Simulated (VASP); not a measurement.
A run of VASP 6.6.1 is set up as follows.

File INCAR:

```
  ALGO = Normal
  EDIFF = 1E-7
  ENCUT = 520
  GGA = PS
  ISIF = 2
  ISMEAR = -1
  LASPH = T
  LCHARG = F
  LREAL = F
  LWAVE = F
  NBANDS = 12
  NELM = 100
  PREC = Accurate
  SIGMA = 0.05
```

The input KPOINTS:

```
k-points
0
Gamma
  14 14 14
```

The input POSCAR:

```
Ta
1.0
    2.5139786374      0.0000000000      0.0000000000
    0.0000000000      2.5139786374      0.0000000000
    0.0000000000      0.0000000000      2.5139786374
Ta
1
Direct
    0.0000000000      0.0000000000      0.0000000000
```

Potentials or basis: VASP PAW PBE potentials, release 64 (Ta_pv).

Launch:

```bash
$ cat potpaw_PBE.64/Ta_pv/POTCAR > POTCAR
$ mpirun -np 1 vasp_std > vasp.out
```

Estimate the pressure.

53.8 GPa.

Caveat: the PAW data sets were made with another functional, which shifts forces and pressure a little.
